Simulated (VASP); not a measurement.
# Te3MoPt (P4mm) in VASP: notebook

Runs on Te3MoPt. Level: PBE. Tasks: single point.

Program: VASP 6.6.1. These are calculated values, not measurements. Logs are shortened: lines on timing, memory, paths and dates and some standing lists are left out, and cuts for length are marked.

**1. The cell of the first run**

The structure is tetragonal, space group P4mm (No. 99). The conventional cell has a = 4.134 Å, b = 4.134 Å, c = 8.291 Å, α = 90.00°, β = 90.00°, γ = 90.00°. Te (site symmetry 4mm) has 1 Mo at 2.55 Å and 4 Pt at 3.24 Å within 3.4 Å. Te (site symmetry 2mm) has 2 Mo at 2.73 Å and 4 Te at 2.92 Å and 2 Pt at 3.59 Å within 3.6 Å. Within 3.4 Å of Mo (site symmetry 4mm) lie 5 Te at 2.55 to 2.73 Å and 4 Pt at 3.14 Å. Pt (site symmetry 4mm) has 4 Mo at 3.14 Å and 8 Te at 3.24 to 3.59 Å within 4.1 Å.

**2. Single point, PBE**

File INCAR:

```
  ALGO = Normal
  EDIFF = 1E-6
  ENCUT = 520
  GGA = PE
  ISIF = 2
  ISMEAR = 0
  LASPH = True
  LCHARG = False
  LREAL = False
  LWAVE = False
  NBANDS = 29
  NELM = 80
  PREC = Accurate
  SIGMA = 0.1
```

File KPOINTS:

```
k-points
0
Gamma
  10 10 6
```

File POSCAR:

```
Te3MoPt
1.0
    4.1341024119      0.0000000000      0.0000000000
    0.0000000000      4.1341024119      0.0000000000
    0.0000000000      0.0000000000      8.2905839543
Te Mo Pt
3 1 1
Direct
    0.5000000000      0.5000000000      0.0723078478
    0.0000000000      0.5000000000      0.5502649124
    0.5000000000      0.0000000000      0.5502649124
    0.5000000000      0.5000000000      0.7648120018
    0.0000000000      0.0000000000      0.9042503556
```

Potentials or basis: VASP PAW PBE potentials, release 64 (Te, Mo_sv, Pt).

The run is started by

```bash
$ cat potpaw_PBE.64/Te/POTCAR potpaw_PBE.64/Mo_sv/POTCAR potpaw_PBE.64/Pt/POTCAR > POTCAR
$ mpirun -np 1 vasp_std > vasp.out
```

OUTCAR:

```text
EDIFF = 1E-6
   ENCUT = 520
   GGA = PE
   ISIF = 2
   ISMEAR = 0
   LASPH = True
   LREAL = False
   NELM = 80
   PREC = Accurate

 ion  position               nearest neighbor table
   1  0.500  0.500  0.072-   4 2.55   5 3.24   5 3.24   5 3.24   5 3.24
   2  0.000  0.500  0.550-   4 2.73   4 2.73   3 2.92   3 2.92   3 2.92   3 2.92
   3  0.500  0.000  0.550-   4 2.73   4 2.73   2 2.92   2 2.92   2 2.92   2 2.92
   4  0.500  0.500  0.765-   1 2.55   2 2.73   3 2.73   3 2.73   2 2.73   5 3.14   5 3.14   5 3.14
                             5 3.14
   5  0.000  0.000  0.904-   4 3.14   4 3.14   4 3.14   4 3.14   1 3.24   1 3.24   1 3.24   1 3.24

  LATTYP: Found a simple tetragonal cell.
 ALAT       =     4.1341024119
 C/A-ratio  =     2.0054132985

  Lattice vectors:

 A1 = (   4.1341024119,   0.0000000000,   0.0000000000)
 A2 = (   0.0000000000,   4.1341024119,   0.0000000000)
 A3 = (   0.0000000000,   0.0000000000,   8.2905839543)

Analysis of symmetry for initial positions (statically):
=====================================================================
 Subroutine PRICEL returns:
 Original cell was already a primitive cell.

 Routine SETGRP: Setting up the symmetry group for a
 simple tetragonal supercell.

 Subroutine GETGRP returns: Found  8 space group operations
 (whereof  8 operations were pure point group operations)
 out of a pool of 16 trial point group operations.

The static configuration has the point symmetry C_4v.

Analysis of symmetry for dynamics (positions and initial velocities):
=====================================================================
 Subroutine PRICEL returns:
 Original cell was already a primitive cell.

 Routine SETGRP: Setting up the symmetry group for a
 simple tetragonal supercell.

 Subroutine GETGRP returns: Found  8 space group operations
 (whereof  8 operations were pure point group operations)
 out of a pool of 16 trial point group operations.

The dynamic configuration has the point symmetry C_4v.

 Subroutine INISYM returns: Found  8 space group operations
 (whereof  8 operations are pure point group operations),
 and found     1 'primitive' translations

----------------------------------------------------------------------------------------

                                     Primitive cell

  volume of cell :     141.6927

  direct lattice vectors                    reciprocal lattice vectors
     4.134102412  0.000000000  0.000000000     0.241890476  0.000000000  0.000000000
     0.000000000  4.134102412  0.000000000     0.000000000  0.241890476  0.000000000
     0.000000000  0.000000000  8.290583954     0.000000000  0.000000000  0.120618765

  length of vectors
     4.134102412  4.134102412  8.290583954     0.241890476  0.241890476  0.120618765

  position of ions in fractional coordinates (direct lattice)
     0.500000000  0.500000000  0.072307848
     0.000000000  0.500000000  0.550264912
     0.500000000  0.000000000  0.550264912
     0.500000000  0.500000000  0.764812002
     0.000000000  0.000000000  0.904250356

  ion indices of the primitive-cell ions
   primitive index   ion index
                 1           1
                 2           2
                 3           3
                 4           4
                 5           5

----------------------------------------------------------------------------------------

 KPOINTS: k-points

Automatic generation of k-mesh.
 Grid dimensions read from file:
 generate k-points for:   10   10    6

 Generating k-lattice:

  Cartesian coordinates                     Fractional coordinates (reciprocal lattice)
     0.024189048  0.000000000  0.000000000     0.100000000  0.000000000  0.000000000
     0.000000000  0.024189048  0.000000000     0.000000000  0.100000000  0.000000000
     0.000000000  0.000000000  0.020103128     0.000000000  0.000000000  0.166666667

  Length of vectors
     0.024189048  0.024189048  0.020103128

  Shift w.r.t. Gamma in fractional coordinates (k-lattice)
     0.000000000  0.000000000  0.000000000

 Subroutine IBZKPT returns following result:
 ===========================================

 Found     84 irreducible k-points:

 Following reciprocal coordinates:
            Coordinates               Weight
  0.000000  0.000000  0.000000      1.000000
  0.100000  0.000000  0.000000      4.000000
  0.200000  0.000000  0.000000      4.000000
  0.300000  0.000000  0.000000      4.000000
  0.400000  0.000000  0.000000      4.000000
  0.500000  0.000000  0.000000      2.000000
[... 16 lines left out ...]
  0.100000  0.000000  0.166667      8.000000
  0.200000  0.000000  0.166667      8.000000
 [... further k-points ...]
   k-points           NKPTS =     84   k-points in BZ     NKDIM =     84   number of bands    NBANDS=     29
   number of dos      NEDOS =    301   number of ions     NIONS =      5
   total plane-waves  NPLWV =  65536
   dimension x,y,z NGX =    32 NGY =   32 NGZ =   64
   dimension x,y,z NGXF=    64 NGYF=   64 NGZF=  128
   ions per type =               3   1   1
   NGX,Y,Z   is equivalent  to a cutoff of  12.87, 12.87, 12.83 a.u.
   NGXF,Y,Z  is equivalent  to a cutoff of  25.74, 25.74, 25.67 a.u.
 SYSTEM =  unknown system
   PREC   = accura    normal or accurate (medium, high low for compatibility)
   ISTART =      0    job   : 0-new  1-cont  2-samecut
   ICHARG =      2    charge: 1-file 2-atom 10-const
   ISPIN  =      1    spin polarized calculation?
   LNONCOLLINEAR =      F non collinear calculations
   LSORBIT =      F    spin-orbit coupling
   LASPH  =      T    aspherical Exc in radial PAW
   ENCUT  =  520.0 eV  38.22 Ry    6.18 a.u.   7.69  7.69 15.41*2*pi/ulx,y,z
   NELM   =     80;   NELMIN=  2; NELMDL= -5     # of ELM steps
   EDIFF  = 0.1E-05   stopping-criterion for ELM
   LREAL  =      F    real-space projection
   EDIFFG = 0.1E-04   stopping-criterion for IOM
   NSW    =      0    number of steps for IOM
   IBRION =     -1    ionic relax: 0-MD 1-quasi-New 2-CG
   NFREE  =      0    steps in history (QN), initial steepest desc. (CG)
   ISIF   =      2    stress and relaxation
   ISYM   =      2    0-nonsym 1-usesym 2-fastsym
   POTIM  = 0.5000    time-step for ionic-motion
   TEBEG  =    0.0;   TEEND  =   0.0 temperature during run
   PSTRESS=    0.0 pullay stress
   NELECT =      42.0000    total number of electrons
   NUPDOWN=      -1.0000    fix difference up-down
   EMIN   =  10.00;   EMAX   =-10.00  energy-range for DOS
   EFERMI =   0.00;   METHOD = LEGACY
   ISMEAR =     0;   SIGMA  =   0.10  broadening in eV -4-tet -1-fermi 0-gaus
   EFERMI_NEDOS =   21; number of points for ismear=-14 and -15
   IALGO  =     38    algorithm
   IMIX   =      4    mixing-type and parameters
     AMIX     =   0.40;   BMIX     =  1.00
     AMIX_MAG =   1.60;   BMIX_MAG =  1.00
  volume/ion in A,a.u.               =      28.34       191.24
  Fermi-wavevector in a.u.,A,eV,Ry     =   1.091546  2.062723 16.210972  1.191473
  Thomas-Fermi vector in A             =   2.227793
   LORBIT       =      0    0 simple, 1 ext, 2 COOP (PROOUT), +10 PAW based schemes
   GGA     = PE    functional components
   LHFCALC =     F    Hartree Fock is set to
   AEXX    =    0.0000 exact exchange contribution
   IVDW    =     0    specifies the selected vdW correction
   LEPSILON=     F    determine dielectric tensor
   LRPA    =     F    only Hartree local field effects (RPA)
 non-spin polarized calculation
 Gauss-broadening in eV      SIGMA  =   0.10
  energy-cutoff  :      520.00
  volume of cell :      141.69
 maximum number of plane-waves:      3846
 NGX is ok and might be reduce to    32
   NGX = 15   NGY = 15   NGZ = 31

 number of electron      41.9999991 magnetization

 Free energy of the ion-electron system (eV)
  ---------------------------------------------------
  ext. energy  EPLUGINS =         0.00000000
  ---------------------------------------------------
  free energy    TOTEN  =       -24.54101913 eV

  energy without entropy =      -24.52877045  energy(sigma->0) =      -24.53489479

 E-fermi :   6.5566     XC(G=0):  -9.6550

 val. band max:        6.5562940873   @ k =   0.1000   0.1000   0.1667
 cond. band min:       6.5783067107   @ k =   0.5000   0.0000   0.5000
 fundamental gap:      0.0220126234
 Fermi energy:         6.5565751483

 k-point     1 :       0.0000    0.0000    0.0000
  band No.  band energies     occupation
      1     -54.5840      2.00000
      2     -28.8045      2.00000
      3     -28.6562      2.00000
      4     -28.6562      2.00000
      5      -8.0898      2.00000
      6      -4.7934      2.00000
[... 21 lines left out ...]
     28       9.9229      0.00000
     29      10.5509      0.00000

 k-point     2 :       0.1000    0.0000    0.0000
  band No.  band energies     occupation
      1     -54.5839      2.00000
      2     -28.8042      2.00000
      3     -28.6578      2.00000
      4     -28.6562      2.00000
      5      -8.0088      2.00000
      6      -4.7595      2.00000
[... 21 lines left out ...]
     28      10.2062      0.00000
     29      10.6810      0.00000

 k-point     3 :       0.2000    0.0000    0.0000
  band No.  band energies     occupation
      1     -54.5838      2.00000
      2     -28.8033      2.00000
      3     -28.6619      2.00000
      4     -28.6560      2.00000
      5      -7.7669      2.00000
      6      -4.6687      2.00000
[... 21 lines left out ...]
     28      10.6211      0.00000
     29      11.0752      0.00000

 k-point     4 :       0.3000    0.0000    0.0000
  band No.  band energies     occupation
      1     -54.5836      2.00000
      2     -28.8023      2.00000
      3     -28.6670      2.00000
      4     -28.6558      2.00000
      5      -7.3680      2.00000
      6      -4.5930      2.00000
[... 597 lines left out ...]
     28       9.8939      0.00000
     29      10.8663      0.00000

 k-point    23 :       0.1000    0.0000    0.1667
  band No.  band energies     occupation
      1     -54.5839      2.00000
      2     -28.8042      2.00000
      3     -28.6578      2.00000
      4     -28.6562      2.00000
      5      -8.0072      2.00000
      6      -4.7681      2.00000
[... 21 lines left out ...]
     28       9.9582      0.00000
     29      10.8718      0.00000

 k-point    24 :       0.2000    0.0000    0.1667
  band No.  band energies     occupation
      1     -54.5838      2.00000
      2     -28.8033      2.00000
      3     -28.6619      2.00000
      4     -28.6560      2.00000
      5      -7.7653      2.00000
      6      -4.6761      2.00000
[... 21 lines left out ...]
     28      10.5309      0.00000
     29      10.8720      0.00000

 [... further k-points ...]
[... 5 lines left out ...]
  --------------------------------------------------------------------------------------
  -------------------------------------------------------------------------------------
  Total       -0.0274834     -0.0274834     -0.0572271      0.0000000      0.0000000      0.0000000
  in kB       -0.3107662     -0.3107662     -0.6470900      0.0000000      0.0000000      0.0000000
  external PRESSURE =      -0.4228741 kB  Pullay stress =       0.0000000 kB

 VOLUME and BASIS-vectors are now :
 -----------------------------------------------------------------------------
  energy-cutoff  :      520.00
  volume of cell :      141.69
      direct lattice vectors                 reciprocal lattice vectors
     4.134102412  0.000000000  0.000000000     0.241890476  0.000000000  0.000000000
     0.000000000  4.134102412  0.000000000     0.000000000  0.241890476  0.000000000
     0.000000000  0.000000000  8.290583954     0.000000000  0.000000000  0.120618765

 POSITION                                       TOTAL-FORCE (eV/Angst)
 -----------------------------------------------------------------------------------
      2.06705      2.06705      0.59947         0.000000     -0.000000     -0.014705
      0.00000      2.06705      4.56202         0.000000      0.000000     -0.003548
      2.06705      0.00000      4.56202         0.000000     -0.000000     -0.003548
      2.06705      2.06705      6.34074         0.000000      0.000000      0.026833
      0.00000      0.00000      7.49676         0.000000     -0.000000     -0.005031
 -----------------------------------------------------------------------------------
    total drift:                                0.000000     -0.000000     -0.000298

  FREE ENERGIE OF THE ION-ELECTRON SYSTEM (eV)
  ---------------------------------------------------
  free  energy   TOTEN  =       -24.5410191272 eV

  energy  without entropy=      -24.5287704481  energy(sigma->0) =      -24.53489479
```

It took 4.8 min on 1 thread of Intel Xeon Platinum 8259CL at 2.50GHz (Skylake/Cascade Lake), shared host; peak memory 0.49 GiB.

What came out:

```yaml
Free_energy: -24.5410 eV
Pressure: 0.0 GPa
Largest_force: 0.027 eV/Å
Band_gap_on_the_k_mesh: zero (band 21 reaches 7.00 eV, above the bottom of band 22 at 6.25 eV)
```

Forces on the atoms (eV/Å):
```
Te   0.000  0.000 -0.015
Te   0.000  0.000 -0.004
Te   0.000  0.000 -0.004
Mo   0.000  0.000  0.027
Pt   0.000  0.000 -0.005
```

Caveat: spin-orbit coupling is left out, which moves the levels of the heavy elements; this functional lacks dispersion, which binds the layers, so the pressure and a relaxed spacing across them are unreliable.

**3. Single point, PBE**

This run uses another cell than the first one, of 27.67 Å³/atom, 0.976 times its volume.

File INCAR:

```
SYSTEM = Te3MoPt
PREC = Accurate
ENCUT = 520
EDIFF = 1E-7
ISMEAR = 0
SIGMA = 0.1
LREAL = .FALSE.
LASPH = .TRUE.
NELM = 80
ALGO = Normal
ISIF = 2
LWAVE = .FALSE.
LCHARG = .FALSE.
GGA = PE
NBANDS = 29
```

File KPOINTS:

```
Automatic mesh
0
G
  4 4 4
  0 0 0
```

File POSCAR:

```
Te3MoPt
1.0
    4.1319955928      0.0000000000      0.0000000000
    0.0000000000      4.1319955928      0.0000000000
    0.0000000000      0.0000000000      8.1032339321
Te Mo Pt
3 1 1
Direct
    0.5000000000      0.5000000000      0.0793436488
    0.0000000000      0.5000000000      0.5447317752
    0.5000000000      0.0000000000      0.5447317752
    0.5000000000      0.5000000000      0.7636521458
    0.0000000000      0.0000000000     -0.0905593150
```

Potentials or basis: VASP PAW PBE potentials, release 64 (Te, Mo_sv, Pt).

The run is started by

```bash
$ cat potpaw_PBE.64/Te/POTCAR potpaw_PBE.64/Mo_sv/POTCAR potpaw_PBE.64/Pt/POTCAR > POTCAR
$ mpirun -np 1 vasp_std > vasp.out
```

It took 2 min on 1 thread of AMD EPYC 7R43 (Zen 3), shared host; peak memory 0.23 GiB.

Results (log left out):

| Property | Result |
| --- | --- |
| Free energy | -24.4990 eV |
| Pressure | 0.0 GPa |
| Largest force | 0.036 eV/Å |
| Band gap on the k mesh | zero (band 21 reaches 7.19 eV, above the bottom of band 22 at 6.78 eV) |

Forces on the atoms (eV/Å):
```
Te   0.000  0.000 -0.020
Te   0.000  0.000  0.001
Te   0.000  0.000  0.001
Mo   0.000  0.000  0.036
Pt   0.000  0.000 -0.017
```

Stress tensor (GPa, compression positive):
```
-0.06  0.00  0.00
 0.00 -0.06  0.00
 0.00  0.00  0.21
```

Levels at points of the mesh, in eV from the Fermi level:
```
           k point  band 18  band 19  band 20  band 21  band 22  band 23  band 24  band 25
(0.00, 0.00, 0.00)    -1.37    -1.28    -1.01     0.37     0.81     0.81     1.44     2.99
(0.50, 0.00, 0.00)    -1.49    -1.43    -1.12     0.10     0.15     0.35     0.44     1.11
(0.50, 0.50, 0.00)    -1.72    -1.57    -1.44    -0.43     1.02     1.02     1.07     1.43
(0.00, 0.00, 0.50)    -1.33    -1.29    -1.24     0.37     0.62     0.62     1.66     2.90
(0.50, 0.00, 0.50)    -1.48    -1.43    -1.36    -0.05     0.03     0.33     0.54     1.13
(0.50, 0.50, 0.50)    -1.65    -1.60    -1.44    -0.43     1.31     1.46     1.46     1.56
```

Caveat: the k points lie up to 0.38 Å⁻¹ apart; spin-orbit coupling is left out, which moves the levels of the heavy elements; this functional lacks dispersion, which binds the layers, so the pressure and a relaxed spacing across them are unreliable.

[end of part 1 of 2]
